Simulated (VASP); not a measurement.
Pt:

```
CELL_PARAMETERS angstrom
-1.58422 1.58422 1.58422
1.58422 -1.58422 1.58422
1.58422 1.58422 -1.58422
ATOMIC_POSITIONS crystal
Pt 0.00000 0.00000 0.00000
```

Base run:

- Program: VASP 6.6.1
- Functional: PBEsol
- Potentials or basis: VASP PAW PBE potentials, release 64 (Pt)
- Cutoff: 500 eV
- k mesh: 8 × 8 × 8
- Occupations: methfessel-paxton, width 0.05 eV
- Spin: no spin polarisation

Its results: band gap on the k mesh zero (band 5 reaches 10.89 eV, above the bottom of band 6 at 8.96 eV); pressure -9.8 GPa.

After a change of settings the same cell gave: band gap on the k mesh zero (band 5 reaches 10.86 eV, above the bottom of band 6 at 8.97 eV); pressure -10.7 GPa. Which change was it?
A. k mesh from 8 × 8 × 8 to 6 × 6 × 6
B. k mesh from 8 × 8 × 8 to 3 × 3 × 3
C. k mesh from 8 × 8 × 8 to 5 × 5 × 5

A.

Caveats: some runs use coarse meshes; the PAW data sets were made with another functional, which shifts forces and pressure a little; spin-orbit coupling is left out, which moves the levels of the heavy elements.
